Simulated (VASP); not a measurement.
Here is a VASP 6.6.1 calculation.

File INCAR:

```
SYSTEM = ZrAl5N6
  PREC = Accurate
  ENCUT = 520
  EDIFF = 1E-6
  ISMEAR = 0
  SIGMA = 0.1
  LREAL = .False.
  LASPH = .True.
  NELM = 80
  ALGO = Normal
  ISIF = 2
  LWAVE = .False.
  LCHARG = .False.
  GGA = PE
  NBANDS = 40
```

File KPOINTS:

```
Automatic mesh
0
Gamma
  6 6 1
  0 0 0
```

The input POSCAR:

```
ZrAl5N6
1.0
    2.9146840760     -0.0000000026      0.0000000000
   -1.4573420358      2.5241904551      0.0000000000
    0.0000000000      0.0000000000     15.5529301124
Zr Al N
1 5 6
Direct
    0.6666666667      0.3333333333      0.5000000000
    0.3333333333      0.6666666667      0.6738956705
    0.3333333333      0.6666666667      0.0000000000
    0.3333333333      0.6666666667      0.3261043295
    0.6666666667      0.3333333333      0.8369103078
    0.6666666667      0.3333333333      0.1630896922
    0.0000000000      0.0000000000      0.5944744042
    0.0000000000      0.0000000000      0.9181332359
    0.0000000000      0.0000000000      0.2452859475
    0.0000000000      0.0000000000      0.7547140525
    0.0000000000      0.0000000000      0.0818667641
    0.0000000000      0.0000000000      0.4055255958
```

Potentials or basis: VASP PAW PBE potentials, release 64 (Zr_sv, Al, N).

The run is started by

```console
$ cat potpaw_PBE.64/Zr_sv/POTCAR potpaw_PBE.64/Al/POTCAR potpaw_PBE.64/N/POTCAR > POTCAR
$ mpirun -np 1 vasp_std > vasp.out
```

Problem. Predict the pressure.

Solution. -0.1 GPa.

Problem. What does it give for the largest force?

Solution. 0.032 eV/Å.

Forces in eV/Å, atoms in the order of the input:
```
Zr   0.000  0.000  0.000
Al   0.000  0.000  0.001
Al   0.000  0.000  0.000
Al   0.000  0.000 -0.001
Al   0.000  0.000  0.005
Al   0.000  0.000 -0.005
N    0.000  0.000  0.032
N    0.000  0.000  0.002
N    0.000  0.000  0.012
N    0.000  0.000 -0.012
N    0.000  0.000 -0.002
N    0.000  0.000 -0.032
```

Caveat: the k points lie up to 0.41 Å⁻¹ apart.
